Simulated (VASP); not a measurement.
# Al2As (Fd-3m) in VASP: notebook, part 2 of 3

VASP 6.6.1. The steps go on from the part before.

## Step 3: Relaxation of cell and atoms, PBE

This run uses another cell than the first one, of 17.97 Å³/atom, 0.988 times its volume.

INCAR reads:

```
ALGO = Normal
EDIFF = 1E-6
EDIFFG = -0.01
ENCUT = 600
GGA = PE
IBRION = 2
ISIF = 3
ISMEAR = 0
LASPH = T
LCHARG = F
LREAL = F
LWAVE = F
NELM = 100
NSW = 100
PREC = Accurate
SIGMA = 0.1
```

KPOINTS reads:

```
k-points
0
Gamma
  10 10 10
```

POSCAR reads:

```
Al2As
1.0
    0.0000000000      3.7776218800      3.7776218800
    3.7776218800      0.0000000000      3.7776218800
    3.7776218800      3.7776218800      0.0000000000
Al As
4 2
Direct
    0.6250000000      0.6250000000      0.6250000000
    0.1250000000      0.6250000000      0.6250000000
    0.6250000000      0.1250000000      0.6250000000
    0.6250000000      0.6250000000      0.1250000000
    0.0000000000      0.0000000000      0.0000000000
    0.2500000000      0.2500000000      0.2500000000
```

Potentials or basis: VASP PAW PBE potentials, release 64 (Al, As).

On the command line:

```
> cat potpaw_PBE.64/Al/POTCAR potpaw_PBE.64/As/POTCAR > POTCAR
> mpirun -np 1 vasp_std > vasp.out
```

OUTCAR:

```text
EDIFF = 1E-6
   EDIFFG = -0.01
   ENCUT = 600
   GGA = PE
   IBRION = 2
   ISIF = 3
   ISMEAR = 0
   LASPH = T
   LREAL = F
   NELM = 100
   NSW = 100
   PREC = Accurate

 ion  position               nearest neighbor table
   1  0.625  0.625  0.625-   2 2.67   3 2.67   4 2.67   4 2.67   3 2.67   2 2.67   6 3.13   5 3.13
                             6 3.13   5 3.13   6 3.13   5 3.13
   2  0.125  0.625  0.625-   1 2.67   4 2.67   3 2.67   1 2.67   3 2.67   4 2.67   5 3.13   6 3.13
                             5 3.13   6 3.13   6 3.13   5 3.13
   3  0.625  0.125  0.625-   1 2.67   4 2.67   1 2.67   2 2.67   4 2.67   2 2.67   6 3.13   5 3.13
                             6 3.13   5 3.13   6 3.13   5 3.13
   4  0.625  0.625  0.125-   1 2.67   1 2.67   2 2.67   3 2.67   3 2.67   2 2.67   6 3.13   5 3.13
                             6 3.13   5 3.13   6 3.13   5 3.13
   5  0.000  0.000  0.000-   3 3.13   4 3.13   2 3.13   4 3.13   2 3.13   3 3.13   1 3.13   1 3.13
                             1 3.13   2 3.13   3 3.13   4 3.13
   6  0.250  0.250  0.250-   2 3.13   3 3.13   2 3.13   4 3.13   3 3.13   4 3.13   1 3.13   4 3.13
                             1 3.13   1 3.13   2 3.13   3 3.13

  LATTYP: Found a face centered cubic cell.
 ALAT       =     7.5552437600

  Lattice vectors:

 A1 = (   0.0000000000,   3.7776218800,   3.7776218800)
 A2 = (   3.7776218800,   0.0000000000,   3.7776218800)
 A3 = (   3.7776218800,   3.7776218800,   0.0000000000)

Analysis of symmetry for initial positions (statically):
=====================================================================
 Subroutine PRICEL returns:
 Original cell was already a primitive cell.

 Routine SETGRP: Setting up the symmetry group for a
 face centered cubic supercell.

 Subroutine GETGRP returns: Found 48 space group operations
 (whereof 24 operations were pure point group operations)
 out of a pool of 48 trial point group operations.

The static configuration has the point symmetry T_d .
 The point group associated with its full space group is O_h .

Analysis of symmetry for dynamics (positions and initial velocities):
=====================================================================
 Subroutine PRICEL returns:
 Original cell was already a primitive cell.

 Routine SETGRP: Setting up the symmetry group for a
 face centered cubic supercell.

 Subroutine GETGRP returns: Found 48 space group operations
 (whereof 24 operations were pure point group operations)
 out of a pool of 48 trial point group operations.

The dynamic configuration has the point symmetry T_d .
 The point group associated with its full space group is O_h .

 Subroutine INISYM returns: Found 48 space group operations
 (whereof 24 operations are pure point group operations),
 and found     1 'primitive' translations

----------------------------------------------------------------------------------------

                                     Primitive cell

  volume of cell :     107.8166

  direct lattice vectors                    reciprocal lattice vectors
     0.000000000  3.777621880  3.777621880    -0.132358403  0.132358403  0.132358403
     3.777621880  0.000000000  3.777621880     0.132358403 -0.132358403  0.132358403
     3.777621880  3.777621880  0.000000000     0.132358403  0.132358403 -0.132358403

  length of vectors
     5.342364096  5.342364096  5.342364096     0.229251479  0.229251479  0.229251479

[... 85 lines left out ...]
   LASPH  =      T    aspherical Exc in radial PAW
   ENCUT  =  600.0 eV  44.10 Ry    6.64 a.u.  10.67 10.67 10.67*2*pi/ulx,y,z
   NELM   =    100;   NELMIN=  2; NELMDL= -5     # of ELM steps
   EDIFF  = 0.1E-05   stopping-criterion for ELM
   LREAL  =      F    real-space projection
   EDIFFG = -.1E-01   stopping-criterion for IOM
   NSW    =    100    number of steps for IOM
   IBRION =      2    ionic relax: 0-MD 1-quasi-New 2-CG
   NFREE  =      1    steps in history (QN), initial steepest desc. (CG)
   ISIF   =      3    stress and relaxation
   ISYM   =      2    0-nonsym 1-usesym 2-fastsym
   POTIM  = 0.5000    time-step for ionic-motion
   TEBEG  =    0.0;   TEEND  =   0.0 temperature during run
   PSTRESS=    0.0 pullay stress
   NELECT =      22.0000    total number of electrons
   NUPDOWN=      -1.0000    fix difference up-down
   EMIN   =  10.00;   EMAX   =-10.00  energy-range for DOS
   EFERMI =   0.00;   METHOD = LEGACY
   ISMEAR =     0;   SIGMA  =   0.10  broadening in eV -4-tet -1-fermi 0-gaus
   EFERMI_NEDOS =   21; number of points for ismear=-14 and -15
   IALGO  =     38    algorithm
   IMIX   =      4    mixing-type and parameters
     AMIX     =   0.40;   BMIX     =  1.00
     AMIX_MAG =   1.60;   BMIX_MAG =  1.00
  volume/ion in A,a.u.               =      17.97       121.26
  Fermi-wavevector in a.u.,A,eV,Ry     =   0.963801  1.821319 12.638612  0.928912
  Thomas-Fermi vector in A             =   2.093377
   LORBIT       =      0    0 simple, 1 ext, 2 COOP (PROOUT), +10 PAW based schemes
   GGA     = PE    functional components
   LHFCALC =     F    Hartree Fock is set to
   AEXX    =    0.0000 exact exchange contribution
   IVDW    =     0    specifies the selected vdW correction
   LEPSILON=     F    determine dielectric tensor
   LRPA    =     F    only Hartree local field effects (RPA)
 conjugate gradient relaxation of ions
 non-spin polarized calculation
 Gauss-broadening in eV      SIGMA  =   0.10
  energy-cutoff  :      600.00
  volume of cell :      107.82
 maximum number of plane-waves:      3647
 NGX is ok and might be reduce to    48
   NGX = 21   NGY = 21   NGZ = 21

--------------------------------------- Ionic step        1  -------------------------------------------

 number of electron      21.9999999 magnetization

 Free energy of the ion-electron system (eV)
  ---------------------------------------------------
  ext. energy  EPLUGINS =         0.00000000
  ---------------------------------------------------
  free energy    TOTEN  =       -22.58792431 eV

  energy without entropy =      -22.57239297  energy(sigma->0) =      -22.58015864

------------------------ aborting loop because EDIFF is reached ----------------------------------------

  FORCE on cell =-STRESS in cart. coord.  units (eV):
  Direction    XX          YY          ZZ          XY          YZ          ZX
  --------------------------------------------------------------------------------------
  -------------------------------------------------------------------------------------
  Total        0.5779666      0.5779666      0.5779666      0.0000000     -0.0000000      0.0000000
  in kB        8.5887083      8.5887083      8.5887083      0.0000000     -0.0000000      0.0000000
  external PRESSURE =       8.5887083 kB  Pullay stress =       0.0000000 kB
[... 67 lines left out ...]
--------------------------------------- Ionic step        3  -------------------------------------------

 number of electron      21.9999999 magnetization

 Free energy of the ion-electron system (eV)
  ---------------------------------------------------
  ext. energy  EPLUGINS =         0.00000000
  ---------------------------------------------------
  free energy    TOTEN  =       -22.59131675 eV

  energy without entropy =      -22.57533156  energy(sigma->0) =      -22.58332416

 E-fermi :   7.0614     XC(G=0): -10.2062

 val. band max:        7.0438704562   @ k =   0.5000   0.4000   0.1000
 cond. band min:       7.0722612832   @ k =  -0.4000   0.4000   0.2000
 fundamental gap:      0.0283908270
 Fermi energy:         7.0614133659

 k-point     1 :       0.0000    0.0000    0.0000
  band No.  band energies     occupation
      1      -5.9708      2.00000
      2      -2.3292      2.00000
      3       0.0300      2.00000
      4       2.9079      2.00000
      5       3.1259      2.00000
      6       3.1259      2.00000
      7       3.1259      2.00000
      8       3.4067      2.00000
      9       3.4067      2.00000
     10       3.4067      2.00000
     11       5.4767      2.00000
     12       5.4767      2.00000
     13       5.4767      2.00000
     14       6.6536      2.00000
[... 401 lines left out ...]
      2      -3.3911      2.00000
      3      -0.9940      2.00000
      4       0.0715      2.00000
      5       1.1351      2.00000
      6       1.5125      2.00000
      7       4.0914      2.00000
      8       5.7860      2.00000
      9       6.1441      2.00000
     10       6.4789      2.00000
     11       6.8712      1.99285
     12       7.0850      0.73918
     13       7.7399      0.00000
     14       8.4620      0.00000
     15       8.4971      0.00000

 [... further k-points ...]

------------------------ aborting loop because EDIFF is reached ----------------------------------------

  FORCE on cell =-STRESS in cart. coord.  units (eV):
  Direction    XX          YY          ZZ          XY          YZ          ZX
  --------------------------------------------------------------------------------------
  -------------------------------------------------------------------------------------
  Total        0.0057453      0.0057453      0.0057453     -0.0000000      0.0000000      0.0000000
  in kB        0.0843681      0.0843681      0.0843681     -0.0000000      0.0000000      0.0000000
  external PRESSURE =       0.0843681 kB  Pullay stress =       0.0000000 kB
[... 21 lines left out ...]
  FREE ENERGIE OF THE ION-ELECTRON SYSTEM (eV)
  ---------------------------------------------------
  free  energy   TOTEN  =       -22.5913167545 eV

  energy  without entropy=      -22.5753315638  energy(sigma->0) =      -22.58332416

 reached required accuracy - stopping structural energy minimisation
```

OSZICAR:

```text
N       E                     dE             d eps       ncg     rms          rms(c)
DAV:   1     0.505991680090E+02    0.50599E+02   -0.94142E+03  1410   0.137E+03
DAV:   2    -0.195370430539E+02   -0.70136E+02   -0.68495E+02  1867   0.159E+02
DAV:   3    -0.229099940411E+02   -0.33730E+01   -0.33125E+01  1845   0.333E+01
DAV:   4    -0.229520741098E+02   -0.42080E-01   -0.42048E-01  1642   0.427E+00
[... 18 lines left out ...]
DAV:   1    -0.225914021189E+02   -0.17501E-03   -0.27601E-03  1557   0.278E-01    0.470E-02
DAV:   2    -0.225913304350E+02    0.71684E-04   -0.23454E-04  1536   0.803E-02    0.226E-02
DAV:   3    -0.225913196033E+02    0.10832E-04   -0.34368E-05  1732   0.343E-02    0.888E-03
DAV:   4    -0.225913167102E+02    0.28931E-05   -0.54665E-06  1466   0.126E-02    0.336E-03
DAV:   5    -0.225913167545E+02   -0.44324E-07   -0.54455E-07   803   0.444E-03
   3 F= -.22591317E+02 E0= -.22583324E+02  d E =-.339244E-02
```

Wall time 4.3 min (1 thread of Intel Xeon Platinum 8259CL at 2.50GHz (Skylake/Cascade Lake), shared host); peak memory 0.38 GiB.

Results:

```yaml
Free_energy: -22.5913 eV
Relaxed_volume: 18.18 Å³/atom
Relaxed_cell: a = 5.364 Å, b = 5.364 Å, c = 5.364 Å, α = 60.00°, β = 60.00°, γ = 60.00°
Space_group_after_relaxing_to_0.05_Å: Fd-3m (No. 227)
Energy_gained_by_relaxing: 0.6 meV/atom
Ionic_steps: 3
Pressure_after_relaxing: 0.0 GPa
```

The path:
| step | energy change (eV) | largest force (eV/Å) | pressure (GPa) | volume (Å³) |
| --- | --- | --- | --- | --- |
| 1 | 0.0000 | 0.0000 | 0.86 | 107.82 |
| 2 | -0.0033 | 0.0000 | -0.14 | 109.33 |
| 3 | -0.0034 | 0.0000 | 0.01 | 109.11 |

Final structure:
```
CELL_PARAMETERS angstrom
0.00000 3.79262 3.79262
3.79262 0.00000 3.79262
3.79262 3.79262 0.00000
ATOMIC_POSITIONS crystal
Al 0.62500 0.62500 0.62500
Al 0.12500 0.62500 0.62500
Al 0.62500 0.12500 0.62500
Al 0.62500 0.62500 0.12500
As 0.00000 0.00000 0.00000
As 0.25000 0.25000 0.25000
```

Levels at points of the mesh, in eV from the Fermi level:
| k point | band 8 | band 9 | band 10 | band 11 | band 12 | band 13 | band 14 | band 15 |
| --- | --- | --- | --- | --- | --- | --- | --- | --- |
| (0.00, 0.00, 0.00) | -3.65 | -3.65 | -3.65 | -1.58 | -1.58 | -1.58 | -0.41 | -0.41 |
| (0.50, 0.00, 0.00) | -3.99 | -2.09 | -1.48 | 0.18 | 0.18 | 0.83 | 0.83 | 1.87 |
| (0.50, 0.50, 0.00) | -1.53 | -0.22 | -0.22 | 1.07 | 1.07 | 1.62 | 1.62 | 1.95 |

Caveat: the bands computed are all filled at some k points, so no gap is given.

(Continued in part 3 of 3.)
